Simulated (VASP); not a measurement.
Crystal: Cd3HgS4.

```
Cd Hg S
1.0
    -2.89182    2.89182    5.78364
     2.89182   -2.89182    5.78364
     2.89182    2.89182   -5.78364
Cd Hg S
3 1 4
Direct
  0.50000 0.50000 0.00000
  0.25000 0.75000 0.50000
  0.75000 0.25000 0.50000
  0.00000 0.00000 0.00000
  0.62500 0.62500 0.50000
  0.12500 0.12500 0.50000
  0.87500 0.37500 0.00000
  0.37500 0.87500 0.00000
```

- Program: VASP 6.6.1
- Task: relaxation of cell and atoms
- Functional: PBE
- Potentials or basis: VASP PAW PBE potentials, release 64 (Cd_sv_GW, Hg_sv_GW, S)
- Cutoff: 630 eV
- k mesh: 4 × 4 × 4
- Occupations: gaussian, width 0.1 eV
- Spin: no spin polarisation

At the start: pressure 5.1 GPa; volume 24.18 Å³/atom.

Task: How do energy, volume and symmetry change on relaxing?

Result: Over 6 steps the energy falls by 29.2 meV/atom and the volume is 26.13 Å³/atom (+8.0 %); space group I-42m (No. 121, to 0.1 Å) before and after.

Step by step:
```csv
step,energy change (eV),largest force (eV/Å),pressure (GPa),volume (Å³)
1,0.0000,0.1999,5.06,193.47
2,-0.1942,0.0790,-1.70,215.65
3,-0.2306,0.1062,-0.02,208.87
4,-0.2306,0.1047,-0.11,209.19
5,-0.2323,0.0658,-0.10,209.13
6,-0.2335,0.0052,-0.07,209.03
```

Final structure:
```xyz
8
Lattice="-2.9674 2.9674 5.9349 2.9674 -2.9674 5.9349 2.9674 2.9674 -5.9349" Properties=species:S:1:pos:R:3 pbc="T T T"
Cd    0.0000    0.0000    5.9349
Cd    2.9674    0.0000    2.9675
Cd    0.0000    2.9674    2.9675
Hg    2.9674   -2.9674    5.9349
S     1.4718    1.4718    4.4392
S     1.4956    1.4956   -1.4957
S    -1.4718    1.4718    7.4306
S     1.4718   -1.4718    7.4306
```
